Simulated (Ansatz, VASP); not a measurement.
# Cs: VASP beside Ansatz

```
Cs
1.0
     5.49749    0.00000    0.00000
    -2.74874    4.76096    0.00000
     0.00000    0.00000    8.90593
Cs
2
Direct
  0.33333 0.66667 0.25000
  0.66667 0.33333 0.75000
```

Alike in both runs: functional PBE; k mesh 9 × 9 × 5; occupations fermi-dirac, width 0.05 eV; no spin polarisation.

Ansatz relaxed the structure, and its values are those at the end. VASP's run is a single point on that final structure, the one shown.

```csv
,VASP,Ansatz
version,VASP 6.6.1,Ansatz 0.2.0
potentials or method,"VASP PAW PBE potentials, release 64 (Cs_sv), cutoff 520 eV","all-electron LAPW, scalar-relativistic"
```

|  | VASP | Ansatz | Ansatz less VASP |
| --- | --- | --- | --- |
| pressure (GPa) | 0.0 | 0.0 | +0.01 |

Ansatz ran all-electron here, and VASP with PAW potentials.

Neither program's run includes spin-orbit coupling.
